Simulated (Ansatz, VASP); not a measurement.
**Two plane-wave programs on I**

```
CELL_PARAMETERS angstrom
0.00000 2.65160 2.65160
2.65160 0.00000 2.65160
2.65160 2.65160 0.00000
ATOMIC_POSITIONS crystal
I 0.00000 0.00000 0.00000
```

Change from the starting cell: volume scaled by 1.06, PAW files.

Alike in both runs: task electric field gradients; functional PBE; k mesh 14 × 14 × 14; occupations fermi-dirac, width 0.08 eV; no spin polarisation.

|  | VASP | Ansatz |
| --- | --- | --- |
| version | VASP 6.6.1 | Ansatz 0.2.0 |
| potentials or method | VASP PAW PBE potentials, release 64 (I) | PAW with Ansatz's default frozen-core files, scalar-relativistic |
| plane-wave cutoff (eV) | 520 | 420 |
| valence electrons in the cell | 7 | 17 |

|  | VASP | Ansatz | Ansatz less VASP |
| --- | --- | --- | --- |
| pressure (GPa) | -1.1 | -1.1 | +0.02 |

With one functional, cell and mesh, what is left measures potentials, basis and numerics. VASP's potentials hold 7 valence electrons a cell and Ansatz's 17, so a difference there can come from the potentials and not from the codes.

Spin-orbit coupling is off throughout.
